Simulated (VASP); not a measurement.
# ReW4 in VASP: a series of runs

Runs on ReW4. Level: LDA. Tasks: single point.

All numbers are computed with VASP 6.6.1; they aren't measurements. Logs are shortened: lines on timing, memory, paths and dates and some standing lists are left out, and cuts for length are marked.

## (1) The cell of the first run

The cell holds a slab with vacuum, 5 atoms: a = 2.715 Å, b = 2.715 Å, c = 24.867 Å, α = 90.00°, β = 90.00°, γ = 109.47°.

## (2) Single point, LDA

The input, INCAR:

```
PREC = Accurate ; ENCUT = 520
EDIFF = 1E-6 ; ISMEAR = -1
SIGMA = 0.1 ; LREAL = F
LASPH = T ; NELM = 60
ALGO = Normal ; ISIF = 2
LWAVE = F ; LCHARG = F
LDIPOL = T ; IDIPOL = 3
DIPOL = 0.5 0.5 0.500 ; GGA = CA
NBANDS = 40
```

The input, KPOINTS:

```
Automatic mesh
0
Gamma
  14 14 1
```

The input, POSCAR:

```
ReW4
1.0
    2.7149357195      0.0000000000      0.0000000000
   -0.9049785732      2.5596659437      0.0000000000
    0.0000000000      0.0000000000     24.8669000000
W Re
4 1
Direct
    0.0000000000      0.0000000000      0.3246951021
    0.5000000000      0.5000000000      0.4106369042
    0.5000000000      0.5000000000      0.5893630965
    0.0000000000      0.0000000000      0.6753048969
    0.0000000000      0.0000000000      0.5000000002
```

Potentials or basis: VASP PAW LDA potentials, release 64 (W_sv, Re).

Run with:

```console
$ cat potpaw_LDA.64/W_sv/POTCAR potpaw_LDA.64/Re/POTCAR > POTCAR
$ mpirun -np 1 vasp_std > vasp.out
```

OUTCAR:

```text
PREC = Accurate
   ENCUT = 520
   EDIFF = 1E-6
   ISMEAR = -1
   LREAL = F
   LASPH = T
   NELM = 60
   ISIF = 2
   GGA = CA

 ion  position               nearest neighbor table
   1  0.000  0.000  0.325-   2 2.65   2 2.65   2 3.08   2 3.08
   2  0.500  0.500  0.411-   1 2.65   1 2.65   5 2.72   5 2.72   1 3.08   1 3.08   5 3.14   5 3.14

   3  0.500  0.500  0.589-   4 2.65   4 2.65   5 2.72   5 2.72   4 3.08   4 3.08   5 3.14   5 3.14

   4  0.000  0.000  0.675-   3 2.65   3 2.65   3 3.08   3 3.08
   5  0.000  0.000  0.500-   2 2.72   2 2.72   3 2.72   3 2.72   2 3.14   2 3.14   3 3.14   3 3.14

  LATTYP: Found a base centered orthorhombic cell.
 ALAT       =     3.1349377370
 B/A-ratio  =     1.4142135624
 C/A-ratio  =     7.9321830563

  Lattice vectors:

 A1 = (   2.7149357195,   0.0000000000,   0.0000000000)
 A2 = (  -0.9049785732,   2.5596659437,   0.0000000000)
 A3 = (   0.0000000000,   0.0000000000,  24.8669000000)

Analysis of symmetry for initial positions (statically):
=====================================================================
 Subroutine PRICEL returns:
 Original cell was already a primitive cell.

 Routine SETGRP: Setting up the symmetry group for a
 base centered orthorhombic supercell.

 Subroutine GETGRP returns: Found  8 space group operations
 (whereof  8 operations were pure point group operations)
 out of a pool of  8 trial point group operations.

The static configuration has the point symmetry D_2h.

Analysis of symmetry for dynamics (positions and initial velocities):
=====================================================================
 Subroutine PRICEL returns:
 Original cell was already a primitive cell.

 Routine SETGRP: Setting up the symmetry group for a
 base centered orthorhombic supercell.

 Subroutine GETGRP returns: Found  8 space group operations
 (whereof  8 operations were pure point group operations)
 out of a pool of  8 trial point group operations.

The dynamic configuration has the point symmetry D_2h.

 Subroutine INISYM returns: Found  8 space group operations
 (whereof  8 operations are pure point group operations),
 and found     1 'primitive' translations

----------------------------------------------------------------------------------------

                                     Primitive cell

  volume of cell :     172.8083

  direct lattice vectors                    reciprocal lattice vectors
     2.714935720  0.000000000  0.000000000     0.368332846  0.130225327  0.000000000
    -0.904978573  2.559665944  0.000000000     0.000000000  0.390675980  0.000000000
     0.000000000  0.000000000 24.866900000     0.000000000  0.000000000  0.040214100

[... 100 lines left out ...]
   NELECT =      63.0000    total number of electrons
   NUPDOWN=      -1.0000    fix difference up-down
   EMIN   =  10.00;   EMAX   =-10.00  energy-range for DOS
   EFERMI =   0.00;   METHOD = LEGACY
   ISMEAR =    -1;   SIGMA  =   0.10  broadening in eV -4-tet -1-fermi 0-gaus
   EFERMI_NEDOS =   21; number of points for ismear=-14 and -15
   IALGO  =     38    algorithm
   IMIX   =      4    mixing-type and parameters
     AMIX     =   0.40;   BMIX     =  1.00
     AMIX_MAG =   1.60;   BMIX_MAG =  1.00
  volume/ion in A,a.u.               =      34.56       233.23
  Fermi-wavevector in a.u.,A,eV,Ry     =   1.169500  2.210034 18.609096  1.367730
  Thomas-Fermi vector in A             =   2.305972
   LORBIT       =      0    0 simple, 1 ext, 2 COOP (PROOUT), +10 PAW based schemes
   GGA     = CA    functional components
   LHFCALC =     F    Hartree Fock is set to
   AEXX    =    0.0000 exact exchange contribution
   IVDW    =     0    specifies the selected vdW correction
   LEPSILON=     F    determine dielectric tensor
   LRPA    =     F    only Hartree local field effects (RPA)
 non-spin polarized calculation
  energy-cutoff  :      520.00
  volume of cell :      172.81
 maximum number of plane-waves:      4706
   NGX = 11   NGY = 11   NGZ = 93

 dipolmoment           0.000000      0.000000     -0.000000 electrons x Angstroem

 number of electron      63.0000004 magnetization

 dipolmoment           0.000000      0.000000      0.000000 electrons x Angstroem

 Free energy of the ion-electron system (eV)
  ---------------------------------------------------
  ext. energy  EPLUGINS =         0.00000000
  ---------------------------------------------------
  free energy    TOTEN  =       -66.78178210 eV

  energy without entropy =      -66.63318266  energy(sigma->0) =      -66.70748238

 E-fermi :   2.1728     XC(G=0):  -7.0734

 val. band max:        2.1664594504   @ k =  -0.3571   0.2143   0.0000
 cond. band min:       2.1751061411   @ k =   0.2857   0.2857   0.0000
 fundamental gap:      0.0086466906
 Fermi energy:         2.1728004943

 k-point     1 :       0.0000    0.0000    0.0000
  band No.  band energies     occupation
      1     -71.6901      2.00000
      2     -71.6894      2.00000
      3     -71.3240      2.00000
      4     -71.3240      2.00000
      5     -36.5578      2.00000
      6     -36.5472      2.00000
[... 1021 lines left out ...]
     39       4.9306      0.00000
     40       4.9848      0.00000

 [... further k-points ...]

------------------------ aborting loop because EDIFF is reached ----------------------------------------

 vacuum level on the upper side and lower side of the slab       (xc-potential included)        -0.155        -0.155

  FORCE on cell =-STRESS in cart. coord.  units (eV):
  Direction    XX          YY          ZZ          XY          YZ          ZX
  --------------------------------------------------------------------------------------
  -------------------------------------------------------------------------------------
  Total       -4.4850394     -5.0216050     -1.6677730     -0.7588183      0.0000000      0.0000000
  in kB      -41.5826686    -46.5573915    -15.4626178     -7.0353206      0.0000000      0.0000000
  external PRESSURE =     -34.5342260 kB  Pullay stress =       0.0000000 kB

 VOLUME and BASIS-vectors are now :
 -----------------------------------------------------------------------------
  energy-cutoff  :      520.00
  volume of cell :      172.81
      direct lattice vectors                 reciprocal lattice vectors
     2.714935720  0.000000000  0.000000000     0.368332846  0.130225327  0.000000000
    -0.904978573  2.559665944  0.000000000     0.000000000  0.390675980  0.000000000
     0.000000000  0.000000000 24.866900000     0.000000000  0.000000000  0.040214100

 POSITION                                       TOTAL-FORCE (eV/Angst)
 -----------------------------------------------------------------------------------
      0.00000      0.00000      8.07416         0.000000      0.000000      0.079712
      0.90498      1.27983     10.21127         0.000000      0.000000      0.206489
      0.90498      1.27983     14.65563         0.000000     -0.000000     -0.206489
      0.00000      0.00000     16.79274        -0.000000     -0.000000     -0.079712
      0.00000      0.00000     12.43345         0.000000      0.000000      0.000000
 -----------------------------------------------------------------------------------
    total drift:                               -0.000000      0.000000      0.000016

  FREE ENERGIE OF THE ION-ELECTRON SYSTEM (eV)
  ---------------------------------------------------
  free  energy   TOTEN  =       -66.7817821012 eV

  energy  without entropy=      -66.6331826633  energy(sigma->0) =      -66.70748238

 vacuum level on the upper side and lower side of the slab         7.156         7.156
```

stdout:

```text
POSCAR found type information on POSCAR W Re
 POSCAR found :  2 types and       5 ions
 scaLAPACK will be used
 LDA part: xc-table for (Slater(with rela. corr.)+CA(PZ))
 , standard interpolation
 POSCAR, INCAR and KPOINTS ok, starting setup
 FFT: planning ... GRIDC
 FFT: planning ... GRID_SOFT
 FFT: planning ... GRID
 WAVECAR not read
 entering main loop
```

Wall time 6.5 min (1 thread of Intel Xeon 6975P-C (Granite Rapids), shared host); peak memory 0.44 GiB.

What came out:

```yaml
Free_energy: -66.7818 eV
Largest_force: 0.206 eV/Å
Band_gap_on_the_k_mesh: zero (an odd number of electrons rules out a gap without spin polarisation)
```

Forces on the atoms (eV/Å):
```
W    0.000  0.000  0.080
W    0.000  0.000  0.206
W    0.000  0.000 -0.206
W    0.000  0.000 -0.080
Re   0.000  0.000  0.000
```

Caveat: spin-orbit coupling is left out, which moves the levels of the heavy elements.

## (3) Single point, LDA

The input, INCAR:

```
PREC = Accurate
ENCUT = 520
EDIFF = 1E-6
ISMEAR = -1
SIGMA = 0.1
LREAL = False
LASPH = True
NELM = 100
ALGO = Normal
ISIF = 2
LWAVE = False
LCHARG = False
LDIPOL = True
IDIPOL = 3
DIPOL = 0.5 0.5 0.500
NBANDS = 40
```

The input, KPOINTS:

```
regular mesh
0
Gamma
  14 14 1
```

POSCAR is that of step 2.

Potentials or basis: VASP PAW LDA potentials, release 64 (W_sv, Re).

Run with:

```console
$ cat potpaw_LDA.64/W_sv/POTCAR potpaw_LDA.64/Re/POTCAR > POTCAR
$ mpirun -np 1 vasp_std > vasp.out
```

OUTCAR:

```text
PREC = Accurate
   ENCUT = 520
   EDIFF = 1E-6
   ISMEAR = -1
   LREAL = False
   LASPH = True
   NELM = 100
   ISIF = 2

 ion  position               nearest neighbor table
   1  0.000  0.000  0.325-   2 2.65   2 2.65   2 3.08   2 3.08
   2  0.500  0.500  0.411-   1 2.65   1 2.65   5 2.72   5 2.72   1 3.08   1 3.08   5 3.14   5 3.14

   3  0.500  0.500  0.589-   4 2.65   4 2.65   5 2.72   5 2.72   4 3.08   4 3.08   5 3.14   5 3.14

   4  0.000  0.000  0.675-   3 2.65   3 2.65   3 3.08   3 3.08
   5  0.000  0.000  0.500-   2 2.72   2 2.72   3 2.72   3 2.72   2 3.14   2 3.14   3 3.14   3 3.14

  LATTYP: Found a base centered orthorhombic cell.
 ALAT       =     3.1349377370
 B/A-ratio  =     1.4142135624
 C/A-ratio  =     7.9321830563

  Lattice vectors:

 A1 = (   2.7149357195,   0.0000000000,   0.0000000000)
 A2 = (  -0.9049785732,   2.5596659437,   0.0000000000)
 A3 = (   0.0000000000,   0.0000000000,  24.8669000000)

Analysis of symmetry for initial positions (statically):
=====================================================================
 Subroutine PRICEL returns:
 Original cell was already a primitive cell.

 Routine SETGRP: Setting up the symmetry group for a
 base centered orthorhombic supercell.

 Subroutine GETGRP returns: Found  8 space group operations
 (whereof  8 operations were pure point group operations)
 out of a pool of  8 trial point group operations.

The static configuration has the point symmetry D_2h.

Analysis of symmetry for dynamics (positions and initial velocities):
=====================================================================
 Subroutine PRICEL returns:
 Original cell was already a primitive cell.

 Routine SETGRP: Setting up the symmetry group for a
 base centered orthorhombic supercell.

 Subroutine GETGRP returns: Found  8 space group operations
 (whereof  8 operations were pure point group operations)
 out of a pool of  8 trial point group operations.

The dynamic configuration has the point symmetry D_2h.

 Subroutine INISYM returns: Found  8 space group operations
 (whereof  8 operations are pure point group operations),
 and found     1 'primitive' translations

----------------------------------------------------------------------------------------

                                     Primitive cell

  volume of cell :     172.8083

  direct lattice vectors                    reciprocal lattice vectors
     2.714935720  0.000000000  0.000000000     0.368332846  0.130225327  0.000000000
    -0.904978573  2.559665944  0.000000000     0.000000000  0.390675980  0.000000000
     0.000000000  0.000000000 24.866900000     0.000000000  0.000000000  0.040214100

  length of vectors
     2.714935720  2.714935720 24.866900000     0.390675980  0.390675980  0.040214100

  position of ions in fractional coordinates (direct lattice)
     0.000000000  0.000000000  0.324695102
     0.500000000  0.500000000  0.410636904
     0.500000000  0.500000000  0.589363097
     0.000000000  0.000000000  0.675304897
     0.000000000  0.000000000  0.500000000

  ion indices of the primitive-cell ions
   primitive index   ion index
                 1           1
                 2           2
                 3           3
                 4           4
                 5           5

[... 50 lines left out ...]
  0.214286  0.142857  0.000000      4.000000
  0.285714  0.142857  0.000000      4.000000
 [... further k-points ...]
   k-points           NKPTS =     57   k-points in BZ     NKDIM =     57   number of bands    NBANDS=     40
   number of dos      NEDOS =    301   number of ions     NIONS =      5
   total plane-waves  NPLWV =  76800
   dimension x,y,z NGX =    20 NGY =   20 NGZ =  192
   dimension x,y,z NGXF=    40 NGYF=   40 NGZF=  384
   ions per type =               4   1
   NGX,Y,Z   is equivalent  to a cutoff of  12.25, 12.25, 12.84 a.u.
   NGXF,Y,Z  is equivalent  to a cutoff of  24.49, 24.49, 25.67 a.u.
 SYSTEM =  unknown system
   PREC   = accura    normal or accurate (medium, high low for compatibility)
   ISTART =      0    job   : 0-new  1-cont  2-samecut
   ICHARG =      2    charge: 1-file 2-atom 10-const
   ISPIN  =      1    spin polarized calculation?
   LNONCOLLINEAR =      F non collinear calculations
   LSORBIT =      F    spin-orbit coupling
   LASPH  =      T    aspherical Exc in radial PAW
   ENCUT  =  520.0 eV  38.22 Ry    6.18 a.u.   5.05  5.05 46.24*2*pi/ulx,y,z
   NELM   =    100;   NELMIN=  2; NELMDL= -5     # of ELM steps
   EDIFF  = 0.1E-05   stopping-criterion for ELM
   LREAL  =      F    real-space projection
   EDIFFG = 0.1E-04   stopping-criterion for IOM
   NSW    =      0    number of steps for IOM
   IBRION =     -1    ionic relax: 0-MD 1-quasi-New 2-CG
   NFREE  =      0    steps in history (QN), initial steepest desc. (CG)
   ISIF   =      2    stress and relaxation
   ISYM   =      2    0-nonsym 1-usesym 2-fastsym
   POTIM  = 0.5000    time-step for ionic-motion
   TEBEG  =    0.0;   TEEND  =   0.0 temperature during run
   PSTRESS=    0.0 pullay stress
   NELECT =      63.0000    total number of electrons
   NUPDOWN=      -1.0000    fix difference up-down
   EMIN   =  10.00;   EMAX   =-10.00  energy-range for DOS
   EFERMI =   0.00;   METHOD = LEGACY
   ISMEAR =    -1;   SIGMA  =   0.10  broadening in eV -4-tet -1-fermi 0-gaus
   EFERMI_NEDOS =   21; number of points for ismear=-14 and -15
   IALGO  =     38    algorithm
   IMIX   =      4    mixing-type and parameters
     AMIX     =   0.40;   BMIX     =  1.00
     AMIX_MAG =   1.60;   BMIX_MAG =  1.00
  volume/ion in A,a.u.               =      34.56       233.23
  Fermi-wavevector in a.u.,A,eV,Ry     =   1.169500  2.210034 18.609096  1.367730
  Thomas-Fermi vector in A             =   2.305972
   LORBIT       =      0    0 simple, 1 ext, 2 COOP (PROOUT), +10 PAW based schemes
   GGA     = CA    functional components
   LHFCALC =     F    Hartree Fock is set to
   AEXX    =    0.0000 exact exchange contribution
   IVDW    =     0    specifies the selected vdW correction
   LEPSILON=     F    determine dielectric tensor
   LRPA    =     F    only Hartree local field effects (RPA)
 non-spin polarized calculation
  energy-cutoff  :      520.00
  volume of cell :      172.81
 maximum number of plane-waves:      4706
   NGX = 11   NGY = 11   NGZ = 93

 dipolmoment           0.000000      0.000000     -0.000000 electrons x Angstroem

 number of electron      63.0000004 magnetization

 dipolmoment           0.000000      0.000000      0.000000 electrons x Angstroem

 Free energy of the ion-electron system (eV)
  ---------------------------------------------------
  ext. energy  EPLUGINS =         0.00000000
  ---------------------------------------------------
  free energy    TOTEN  =       -66.78178210 eV

  energy without entropy =      -66.63318266  energy(sigma->0) =      -66.70748238

 E-fermi :   2.1728     XC(G=0):  -7.0734

 val. band max:        2.1664594504   @ k =  -0.3571   0.2143   0.0000
 cond. band min:       2.1751061411   @ k =   0.2857   0.2857   0.0000
 fundamental gap:      0.0086466906
 Fermi energy:         2.1728004943

 k-point     1 :       0.0000    0.0000    0.0000
  band No.  band energies     occupation
      1     -71.6901      2.00000
      2     -71.6894      2.00000
      3     -71.3240      2.00000
      4     -71.3240      2.00000
      5     -36.5578      2.00000
      6     -36.5472      2.00000
[... 1021 lines left out ...]
     39       4.9306      0.00000
     40       4.9848      0.00000

 [... further k-points ...]

------------------------ aborting loop because EDIFF is reached ----------------------------------------

 vacuum level on the upper side and lower side of the slab       (xc-potential included)        -0.155        -0.155

  FORCE on cell =-STRESS in cart. coord.  units (eV):
  Direction    XX          YY          ZZ          XY          YZ          ZX
  --------------------------------------------------------------------------------------
  -------------------------------------------------------------------------------------
  Total       -4.4850394     -5.0216050     -1.6677730     -0.7588183      0.0000000      0.0000000
  in kB      -41.5826686    -46.5573915    -15.4626178     -7.0353206      0.0000000      0.0000000
  external PRESSURE =     -34.5342260 kB  Pullay stress =       0.0000000 kB

 VOLUME and BASIS-vectors are now :
 -----------------------------------------------------------------------------
  energy-cutoff  :      520.00
  volume of cell :      172.81
      direct lattice vectors                 reciprocal lattice vectors
     2.714935720  0.000000000  0.000000000     0.368332846  0.130225327  0.000000000
    -0.904978573  2.559665944  0.000000000     0.000000000  0.390675980  0.000000000
     0.000000000  0.000000000 24.866900000     0.000000000  0.000000000  0.040214100

 POSITION                                       TOTAL-FORCE (eV/Angst)
 -----------------------------------------------------------------------------------
      0.00000      0.00000      8.07416         0.000000      0.000000      0.079712
      0.90498      1.27983     10.21127         0.000000      0.000000      0.206489
      0.90498      1.27983     14.65563         0.000000     -0.000000     -0.206489
      0.00000      0.00000     16.79274        -0.000000     -0.000000     -0.079712
      0.00000      0.00000     12.43345         0.000000      0.000000      0.000000
 -----------------------------------------------------------------------------------
    total drift:                               -0.000000      0.000000      0.000016

  FREE ENERGIE OF THE ION-ELECTRON SYSTEM (eV)
  ---------------------------------------------------
  free  energy   TOTEN  =       -66.7817821012 eV

  energy  without entropy=      -66.6331826633  energy(sigma->0) =      -66.70748238

 vacuum level on the upper side and lower side of the slab         7.156         7.156
```

stdout:

```text
POSCAR found type information on POSCAR W Re
 POSCAR found :  2 types and       5 ions
 scaLAPACK will be used
 LDA part: xc-table for (Slater(with rela. corr.)+CA(PZ))
 , standard interpolation
 POSCAR, INCAR and KPOINTS ok, starting setup
 FFT: planning ... GRIDC
 FFT: planning ... GRID_SOFT
 FFT: planning ... GRID
 WAVECAR not read
 entering main loop
```

Run time: 6.3 min. Hardware: 1 thread of Intel Xeon 6975P-C (Granite Rapids), shared host; peak memory 0.44 GiB.

Results:

| Quantity | Value |
| --- | --- |
| Free energy | -66.7818 eV |
| Largest force | 0.206 eV/Å |
| Band gap on the k mesh | zero (an odd number of electrons rules out a gap without spin polarisation) |

Forces in eV/Å, atoms in the order of the input:
```
W    0.000  0.000  0.080
W    0.000  0.000  0.206
W    0.000  0.000 -0.206
W    0.000  0.000 -0.080
Re   0.000  0.000  0.000
```

Levels at points of the mesh, in eV from the Fermi level:
| k point | band 28 | band 29 | band 30 | band 31 | band 32 | band 33 | band 34 | band 35 |
| --- | --- | --- | --- | --- | --- | --- | --- | --- |
| (0.00, 0.00, 0.00) | -1.64 | -1.61 | -1.43 | -1.33 | -0.22 | -0.11 | 0.67 | 0.74 |
| (0.50, 0.00, 0.00) | -1.44 | -0.75 | 0.33 | 0.91 | 1.22 | 1.22 | 1.73 | 1.76 |
| (0.50, 0.50, 0.00) | -0.80 | -0.30 | 0.75 | 0.80 | 1.61 | 1.93 | 1.97 | 2.05 |

Caveat: spin-orbit coupling is left out, which moves the levels of the heavy elements.
